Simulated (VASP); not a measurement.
# NaI (Fm-3m) in VASP: notebook

Runs on NaI. Level: PBEsol. Tasks: single point.

Program: VASP 6.6.1. These are calculated values, not measurements. Logs are shortened: lines on timing, memory, paths and dates and some standing lists are left out, and cuts for length are marked.

## (1) The cell of the first run

Symmetry: Fm-3m, No. 225, cubic system. Conventional cell: a = 5.922 Å, b = 5.922 Å, c = 5.922 Å, α = 90.00°, β = 90.00°, γ = 90.00°. Within 3.9 Å of Na (site symmetry m-3m) lie 6 I at 2.96 Å. I (site symmetry m-3m) has 6 Na at 2.96 Å within 3.9 Å.

## (2) Single point, PBEsol

File INCAR:

```
SYSTEM = NaI
PREC = Accurate
ENCUT = 520
EDIFF = 1E-6
ISMEAR = 0
SIGMA = 0.01
LREAL = .False.
LASPH = .True.
NELM = 60
ALGO = Normal
ISIF = 2
LWAVE = .False.
LCHARG = .True.
GGA = PS
LELF = .True.
LVHAR = .True.
NBANDS = 14
```

File KPOINTS:

```
regular mesh
0
Gamma
  8 8 8
  0 0 0
```

File POSCAR:

```
NaI
1.0
    0.0000000000      2.9611973512      2.9611973512
    2.9611973512      0.0000000000      2.9611973512
    2.9611973512      2.9611973512      0.0000000000
Na I
1 1
Direct
    0.0000000000      0.0000000000      0.0000000000
    0.5000000000      0.5000000000      0.5000000000
```

Potentials or basis: VASP PAW PBE potentials, release 64 (Na_pv, I).

Launch:

```bash
$ cat potpaw_PBE.64/Na_pv/POTCAR potpaw_PBE.64/I/POTCAR > POTCAR
$ mpirun -np 1 vasp_std > vasp.out
```

OUTCAR:

```text
SYSTEM = NaI
   PREC = Accurate
   ENCUT = 520
   EDIFF = 1E-6
   ISMEAR = 0
   LREAL = .False.
   LASPH = .True.
   NELM = 60
   ISIF = 2
   GGA = PS

 ion  position               nearest neighbor table
   1  0.000  0.000  0.000-   2 2.96   2 2.96   2 2.96   2 2.96   2 2.96   2 2.96
   2  0.500  0.500  0.500-   1 2.96   1 2.96   1 2.96   1 2.96   1 2.96   1 2.96

  LATTYP: Found a face centered cubic cell.
 ALAT       =     5.9223947024

  Lattice vectors:

 A1 = (   0.0000000000,   2.9611973512,   2.9611973512)
 A2 = (   2.9611973512,   0.0000000000,   2.9611973512)
 A3 = (   2.9611973512,   2.9611973512,   0.0000000000)

Analysis of symmetry for initial positions (statically):
=====================================================================
 Subroutine PRICEL returns:
 Original cell was already a primitive cell.

 Routine SETGRP: Setting up the symmetry group for a
 face centered cubic supercell.

 Subroutine GETGRP returns: Found 48 space group operations
 (whereof 48 operations were pure point group operations)
 out of a pool of 48 trial point group operations.

The static configuration has the point symmetry O_h .

Analysis of symmetry for dynamics (positions and initial velocities):
=====================================================================
 Subroutine PRICEL returns:
 Original cell was already a primitive cell.

 Routine SETGRP: Setting up the symmetry group for a
 face centered cubic supercell.

 Subroutine GETGRP returns: Found 48 space group operations
 (whereof 48 operations were pure point group operations)
 out of a pool of 48 trial point group operations.

The dynamic configuration has the point symmetry O_h .

 Subroutine INISYM returns: Found 48 space group operations
 (whereof 48 operations are pure point group operations),
 and found     1 'primitive' translations

----------------------------------------------------------------------------------------

                                     Primitive cell

  volume of cell :      51.9316

  direct lattice vectors                    reciprocal lattice vectors
     0.000000000  2.961197351  2.961197351    -0.168850617  0.168850617  0.168850617
     2.961197351  0.000000000  2.961197351     0.168850617 -0.168850617  0.168850617
     2.961197351  2.961197351  0.000000000     0.168850617  0.168850617 -0.168850617

  length of vectors
     4.187765455  4.187765455  4.187765455     0.292457848  0.292457848  0.292457848

  position of ions in fractional coordinates (direct lattice)
     0.000000000  0.000000000  0.000000000
     0.500000000  0.500000000  0.500000000

  ion indices of the primitive-cell ions
   primitive index   ion index
                 1           1
                 2           2

----------------------------------------------------------------------------------------

 KPOINTS: regular mesh

Automatic generation of k-mesh.
 Grid dimensions read from file:
 generate k-points for:    8    8    8

 Generating k-lattice:

  Cartesian coordinates                     Fractional coordinates (reciprocal lattice)
    -0.021106327  0.021106327  0.021106327     0.125000000  0.000000000  0.000000000
     0.021106327 -0.021106327  0.021106327     0.000000000  0.125000000  0.000000000
     0.021106327  0.021106327 -0.021106327     0.000000000  0.000000000  0.125000000

  Length of vectors
     0.036557231  0.036557231  0.036557231

  Shift w.r.t. Gamma in fractional coordinates (k-lattice)
     0.000000000  0.000000000  0.000000000

 Subroutine IBZKPT returns following result:
 ===========================================

 Found     29 irreducible k-points:

 Following reciprocal coordinates:
            Coordinates               Weight
  0.000000  0.000000  0.000000      1.000000
  0.125000  0.000000  0.000000      8.000000
  0.250000  0.000000  0.000000      8.000000
  0.375000  0.000000  0.000000      8.000000
  0.500000  0.000000  0.000000      4.000000
  0.125000  0.125000  0.000000      6.000000
[... 16 lines left out ...]
  0.500000  0.250000  0.125000     48.000000
 -0.375000  0.250000  0.125000     24.000000
 [... further k-points ...]
   k-points           NKPTS =     29   k-points in BZ     NKDIM =     29   number of bands    NBANDS=     14
   number of dos      NEDOS =    301   number of ions     NIONS =      2
   total plane-waves  NPLWV =  32768
   dimension x,y,z NGX =    32 NGY =   32 NGZ =   32
   dimension x,y,z NGXF=    64 NGYF=   64 NGZF=   64
   ions per type =               1   1
   NGX,Y,Z   is equivalent  to a cutoff of  12.70, 12.70, 12.70 a.u.
   NGXF,Y,Z  is equivalent  to a cutoff of  25.41, 25.41, 25.41 a.u.
 SYSTEM =  NaI
   PREC   = accura    normal or accurate (medium, high low for compatibility)
   ISTART =      0    job   : 0-new  1-cont  2-samecut
   ICHARG =      2    charge: 1-file 2-atom 10-const
   ISPIN  =      1    spin polarized calculation?
   LNONCOLLINEAR =      F non collinear calculations
   LSORBIT =      F    spin-orbit coupling
   LASPH  =      T    aspherical Exc in radial PAW
   ENCUT  =  520.0 eV  38.22 Ry    6.18 a.u.   7.79  7.79  7.79*2*pi/ulx,y,z
   NELM   =     60;   NELMIN=  2; NELMDL= -5     # of ELM steps
   EDIFF  = 0.1E-05   stopping-criterion for ELM
   LREAL  =      F    real-space projection
   EDIFFG = 0.1E-04   stopping-criterion for IOM
   NSW    =      0    number of steps for IOM
   IBRION =     -1    ionic relax: 0-MD 1-quasi-New 2-CG
   NFREE  =      0    steps in history (QN), initial steepest desc. (CG)
   ISIF   =      2    stress and relaxation
   ISYM   =      2    0-nonsym 1-usesym 2-fastsym
   POTIM  = 0.5000    time-step for ionic-motion
   TEBEG  =    0.0;   TEEND  =   0.0 temperature during run
   PSTRESS=    0.0 pullay stress
   NELECT =      14.0000    total number of electrons
   NUPDOWN=      -1.0000    fix difference up-down
   EMIN   =  10.00;   EMAX   =-10.00  energy-range for DOS
   EFERMI =   0.00;   METHOD = LEGACY
   ISMEAR =     0;   SIGMA  =   0.01  broadening in eV -4-tet -1-fermi 0-gaus
   EFERMI_NEDOS =   21; number of points for ismear=-14 and -15
   IALGO  =     38    algorithm
   IMIX   =      4    mixing-type and parameters
     AMIX     =   0.40;   BMIX     =  1.00
     AMIX_MAG =   1.60;   BMIX_MAG =  1.00
  volume/ion in A,a.u.               =      25.97       175.23
  Fermi-wavevector in a.u.,A,eV,Ry     =   1.057564  1.998507 15.217334  1.118442
  Thomas-Fermi vector in A             =   2.192842
   LORBIT       =      0    0 simple, 1 ext, 2 COOP (PROOUT), +10 PAW based schemes
   GGA     = PS    functional components
   LHFCALC =     F    Hartree Fock is set to
   AEXX    =    0.0000 exact exchange contribution
   IVDW    =     0    specifies the selected vdW correction
   LEPSILON=     F    determine dielectric tensor
   LRPA    =     F    only Hartree local field effects (RPA)
 non-spin polarized calculation
 Gauss-broadening in eV      SIGMA  =   0.01
  energy-cutoff  :      520.00
  volume of cell :       51.93
 maximum number of plane-waves:      1424
   NGX = 15   NGY = 15   NGZ = 15

 number of electron      14.0000009 magnetization

 Free energy of the ion-electron system (eV)
  ---------------------------------------------------
  ext. energy  EPLUGINS =         0.00000000
  ---------------------------------------------------
  free energy    TOTEN  =        -5.42497433 eV

  energy without entropy =       -5.42497433  energy(sigma->0) =       -5.42497433

 E-fermi :   3.0038     XC(G=0):  -8.9786

 val. band max:        2.9262496607   @ k =   0.0000   0.0000   0.0000
 cond. band min:       7.3092957053   @ k =   0.0000   0.0000   0.0000
 fundamental gap:      4.3830460446
 Fermi energy:         3.0037827147

 k-point     1 :       0.0000    0.0000    0.0000
  band No.  band energies     occupation
      1     -19.2256      2.00000
      2     -19.2256      2.00000
      3     -19.2256      2.00000
      4      -9.0409      2.00000
      5       2.9262      2.00000
      6       2.9262      2.00000
      7       2.9262      2.00000
      8       7.3093      0.00000
      9      10.6583      0.00000
     10      10.6583      0.00000
     11      10.6583      0.00000
     12      13.0271      0.00000
     13      13.0271      0.00000
     14      13.1920      0.00000

 k-point     2 :       0.1250    0.0000    0.0000
  band No.  band energies     occupation
      1     -19.2288      2.00000
      2     -19.2257      2.00000
      3     -19.2257      2.00000
      4      -8.9526      2.00000
      5       2.2083      2.00000
      6       2.8430      2.00000
      7       2.8430      2.00000
      8       7.9364      0.00000
      9      10.3175      0.00000
     10      10.8830      0.00000
     11      10.8830      0.00000
     12      12.6015      0.00000
     13      12.6015      0.00000
     14      14.1980      0.00000

 k-point     3 :       0.2500    0.0000    0.0000
  band No.  band energies     occupation
      1     -19.2366      2.00000
      2     -19.2259      2.00000
      3     -19.2259      2.00000
      4      -8.7243      2.00000
      5       0.9384      2.00000
      6       2.6562      2.00000
      7       2.6562      2.00000
      8       8.2571      0.00000
      9      10.9441      0.00000
     10      10.9441      0.00000
     11      11.0753      0.00000
     12      12.7978      0.00000
     13      12.7978      0.00000
     14      14.0798      0.00000

 k-point     4 :       0.3750    0.0000    0.0000
  band No.  band energies     occupation
      1     -19.2443      2.00000
      2     -19.2262      2.00000
      3     -19.2262      2.00000
      4      -8.4701      2.00000
      5      -0.0682      2.00000
      6       2.4859      2.00000
      7       2.4859      2.00000
      8       7.9930      0.00000
      9      10.5988      0.00000
     10      10.5988      0.00000
     11      12.9290      0.00000
     12      13.5034      0.00000
     13      14.2373      0.00000
     14      14.2374      0.00000

 k-point     5 :       0.5000    0.0000    0.0000
  band No.  band energies     occupation
      1     -19.2474      2.00000
      2     -19.2263      2.00000
      3     -19.2263      2.00000
      4      -8.3551      2.00000
      5      -0.4484      2.00000
      6       2.4194      2.00000
      7       2.4194      2.00000
      8       7.8726      0.00000
      9      10.4468      0.00000
     10      10.4468      0.00000
     11      13.2818      0.00000
[... 276 lines left out ...]
 k-point    22 :       0.3750    0.2500    0.1250
  band No.  band energies     occupation
      1     -19.2375      2.00000
      2     -19.2297      2.00000
      3     -19.2268      2.00000
      4      -8.5606      2.00000
      5       0.7117      2.00000
      6       1.9247      2.00000
      7       2.4119      2.00000
      8       9.3151      0.00000
      9       9.4798      0.00000
     10      10.2932      0.00000
     11      12.3232      0.00000
     12      12.4456      0.00000
     13      14.9500      0.00000
     14      16.4271      0.00000

 k-point    23 :       0.5000    0.2500    0.1250
  band No.  band energies     occupation
      1     -19.2414      2.00000
      2     -19.2311      2.00000
      3     -19.2275      2.00000
      4      -8.3594      2.00000
      5       0.1699      2.00000
      6       1.5233      2.00000
      7       2.1966      2.00000
      8       9.1812      0.00000
      9       9.7206      0.00000
     10      10.7075      0.00000
     11      12.0229      0.00000
     12      13.9315      0.00000
     13      15.7774      0.00000
     14      16.3139      0.00000

 k-point    24 :      -0.3750    0.2500    0.1250
  band No.  band energies     occupation
      1     -19.2432      2.00000
      2     -19.2313      2.00000
      3     -19.2282      2.00000
      4      -8.2705      2.00000
      5      -0.0632      2.00000
      6       1.4005      2.00000
      7       2.0901      2.00000
      8       9.1867      0.00000
      9       9.4353      0.00000
     10      11.6499      0.00000
     11      12.0691      0.00000
     12      14.0074      0.00000
     13      15.6749      0.00000
     14      16.3653      0.00000

 [... further k-points ...]
[... 5 lines left out ...]
  --------------------------------------------------------------------------------------
  -------------------------------------------------------------------------------------
  Total        2.3024660      2.3024660      2.3024660     -0.0000000      0.0000000     -0.0000000
  in kB       71.0348975     71.0348975     71.0348975     -0.0000000      0.0000000     -0.0000000
  external PRESSURE =      71.0348975 kB  Pullay stress =       0.0000000 kB

 VOLUME and BASIS-vectors are now :
 -----------------------------------------------------------------------------
  energy-cutoff  :      520.00
  volume of cell :       51.93
      direct lattice vectors                 reciprocal lattice vectors
     0.000000000  2.961197351  2.961197351    -0.168850617  0.168850617  0.168850617
     2.961197351  0.000000000  2.961197351     0.168850617 -0.168850617  0.168850617
     2.961197351  2.961197351  0.000000000     0.168850617  0.168850617 -0.168850617

 POSITION                                       TOTAL-FORCE (eV/Angst)
 -----------------------------------------------------------------------------------
      0.00000      0.00000      0.00000         0.000000     -0.000000      0.000000
      2.96120      2.96120      2.96120        -0.000000      0.000000     -0.000000
 -----------------------------------------------------------------------------------
    total drift:                                0.000000     -0.000000     -0.000000

  FREE ENERGIE OF THE ION-ELECTRON SYSTEM (eV)
  ---------------------------------------------------
  free  energy   TOTEN  =        -5.4249743277 eV

  energy  without entropy=       -5.4249743277  energy(sigma->0) =       -5.42497433
```

Wall time 18 s (1 thread of Intel Xeon Platinum 8259CL at 2.50GHz (Skylake/Cascade Lake), shared host); peak memory 0.18 GiB.

Results:

```yaml
Free_energy: -5.4250 eV
Pressure: 7.1 GPa
Band_gap_on_the_k_mesh: 4.38 eV, direct
```

Levels at points of the mesh, in eV from the valence-band top:
```csv
k point,band 5,band 6,band 7,band 8,band 9,band 10
"(0.00, 0.00, 0.00)",0.00,0.00,0.00,4.38,7.73,7.73
"(0.50, 0.00, 0.00)",-3.37,-0.51,-0.51,4.95,7.52,7.52
"(0.50, 0.50, 0.00)",-3.00,-1.20,-1.20,4.55,4.76,11.56
```

Caveat: the PAW data sets were made with another functional, which shifts forces and pressure a little; spin-orbit coupling is left out, which moves the levels of the heavy elements. As with any semilocal functional, this PBEsol gap is likely too small.

## (3) Single point, PBEsol

This run uses another cell than the first one, of 27.97 Å³/atom, 1.077 times its volume.

File INCAR:

```
PREC = Accurate
ENCUT = 520
EDIFF = 1E-7
ISMEAR = 0
SIGMA = 0.01
LREAL = F
LASPH = T
NELM = 80
ALGO = Normal
ISIF = 2
LWAVE = F
LCHARG = F
GGA = PS
NBANDS = 14
```

File KPOINTS:

```
regular mesh
0
Gamma
  8 8 8
```

File POSCAR:

```
NaI
1.0
    0.0000000000      3.0354300329      3.0354300329
    3.0354300329      0.0000000000      3.0354300329
    3.0354300329      3.0354300329      0.0000000000
Na I
1 1
Direct
    0.0000000000      0.0000000000      0.0000000000
    0.5000000000      0.5000000000      0.5000000000
```

Potentials or basis: VASP PAW PBE potentials, release 64 (Na_pv, I).

Launch:

```bash
$ cat potpaw_PBE.64/Na_pv/POTCAR potpaw_PBE.64/I/POTCAR > POTCAR
$ mpirun -np 1 vasp_std > vasp.out
```

It took 17 s on 1 thread of Intel Xeon Platinum 8259CL at 2.50GHz (Skylake/Cascade Lake), shared host; peak memory 0.18 GiB.

Results (log left out):

```
Free energy            : -5.5624 eV
Pressure               : 4.1 GPa
Band gap on the k mesh : 4.09 eV, direct
```

Levels at points of the mesh, in eV from the valence-band top:
| k point | band 4 | band 5 | band 6 | band 7 | band 8 | band 9 | band 10 | band 11 |
| --- | --- | --- | --- | --- | --- | --- | --- | --- |
| (0.00, 0.00, 0.00) | -11.66 | 0.00 | 0.00 | 0.00 | 4.09 | 7.79 | 7.79 | 7.79 |
| (0.50, 0.00, 0.00) | -11.11 | -3.01 | -0.43 | -0.43 | 4.96 | 7.49 | 7.49 | 10.06 |
| (0.50, 0.50, 0.00) | -10.98 | -2.66 | -1.06 | -1.06 | 4.53 | 4.98 | 11.01 | 12.20 |

Caveat: the PAW data sets were made with another functional, which shifts forces and pressure a little; spin-orbit coupling is left out, which moves the levels of the heavy elements.
